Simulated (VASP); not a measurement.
A run of VASP 6.6.1 is set up as follows.

File INCAR:

```
SYSTEM = NiO
PREC     = Accurate       ! precision mode
ENCUT    = 520            ! plane-wave cutoff, eV
EDIFF    = 1E-6           ! SCF threshold, eV
ISMEAR   = 0              ! smearing method
SIGMA    = 0.05           ! smearing width, eV
LREAL    = .FALSE.        ! projectors in reciprocal space
LASPH    = .TRUE.         ! aspherical terms in the spheres
NELM     = 150            ! most SCF steps
ALGO     = Normal         ! electronic algorithm
ISIF     = 2              ! what is computed and relaxed
LWAVE    = .FALSE.        ! write WAVECAR
LCHARG   = .TRUE.         ! write CHGCAR
ISPIN    = 2              ! spin polarisation
MAGMOM   = 1.91 0.21      ! initial moments
LORBIT   = 11             ! projections on sites
LMAXMIX  = 4              ! l up to which the mixer works
LDAU     = .TRUE.         ! DFT+U
LDAUTYPE = 2            
LDAUL    = 2 -1           ! shell
LDAUU    = 6.2 0          ! U, eV
LDAUJ    = 0 0          
LDAUPRINT= 1            
GGA      = PE             ! functional
LELF     = .TRUE.         ! ELF
LVHAR    = .TRUE.       
NBANDS   = 19             ! bands
```

Contents of KPOINTS:

```
regular mesh
0
G
  10 10 10
  0 0 0
```

File POSCAR:

```
NiO
1.0
    1.5095250829      0.8715247130      2.4642183262
   -1.5095250829      0.8715247130      2.4642183262
    0.0000000000     -1.7430494259      2.4642183262
Ni O
1 1
Direct
    1.0000000000      0.0000000000      0.0000000000
    0.5000000000      0.5000000000      0.5000000000
```

Potentials or basis: VASP PAW PBE potentials, release 64 (Ni, O).

Run with:

```sh
$ cat potpaw_PBE.64/Ni/POTCAR potpaw_PBE.64/O/POTCAR > POTCAR
$ mpirun -np 1 vasp_std > vasp.out
```

Predict the band gap on the k mesh.

2.35 eV, indirect (least direct gap 3.14 eV).

What does it give for the site moments?

Ni +1.83; O +0.16 μB.

Eigenvalues of the final occupation matrices:
| site | spin | trace | eigenvalues |
| --- | --- | --- | --- |
| site 1 d | 1 | 5.00 | 0.98 0.98 0.98 1.03 1.03 |
| site 1 d | 2 | 3.20 | 0.13 0.13 0.98 0.98 0.98 |

Caveat: a cell with one magnetic atom can't hold antiferromagnetic order, which such compounds often take. A k mesh can miss the band edges.
